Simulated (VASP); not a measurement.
A run of VASP 6.6.1 is set up as follows.

File INCAR:

```
SYSTEM = BN
PREC     = Accurate       ! precision mode
ENCUT    = 600            ! plane-wave cutoff, eV
EDIFF    = 1E-6           ! SCF threshold, eV
ISMEAR   = 0              ! smearing method
SIGMA    = 0.01           ! smearing width, eV
LREAL    = .False.        ! projectors in reciprocal space
LASPH    = .True.         ! aspherical terms in the spheres
NELM     = 120            ! most SCF steps
ALGO     = Normal         ! electronic algorithm
ISIF     = 2              ! what is computed and relaxed
LWAVE    = .False.        ! write WAVECAR
LCHARG   = .True.         ! write CHGCAR
GGA      = RE             ! functional
LELF     = .True.         ! ELF
LVHAR    = .True.       
NBANDS   = 16             ! bands
GGA_COMPAT= .False.
```

File KPOINTS:

```
regular mesh
0
Gamma
  8 8 3
  0 0 0
```

Contents of POSCAR:

```
BN
1.0
    2.4982400000      0.0000000000      0.0000000000
   -1.2491200000      2.1635400000      0.0000000000
    0.0000000000      0.0000000000      6.6357000000
B N
2 2
Direct
    0.3333333333      0.6666666667      0.2500000000
    0.6666666667      0.3333333333      0.7500000000
    0.3333333333      0.6666666667      0.7500000000
    0.6666666667      0.3333333333      0.2500000000
```

Potentials or basis: VASP PAW PBE potentials, release 64 (B, N).

Run with:

```sh
$ cat potpaw_PBE.64/B/POTCAR potpaw_PBE.64/N/POTCAR > POTCAR
$ mpirun -np 1 vasp_std > vasp.out
```

What does it give for the band gap on the k mesh?

4.36 eV, indirect (least direct gap 4.75 eV).

Predict the pressure.

8.0 GPa.

Stress tensor (GPa, compression positive):
```
9.86 0.00 0.00
0.00 9.86 0.00
0.00 0.00 4.40
```

Caveat: the PAW data sets were made with another functional, which shifts forces and pressure a little; this functional lacks dispersion, which binds the layers, so the pressure and a relaxed spacing across them are unreliable. A k mesh can miss the band edges.
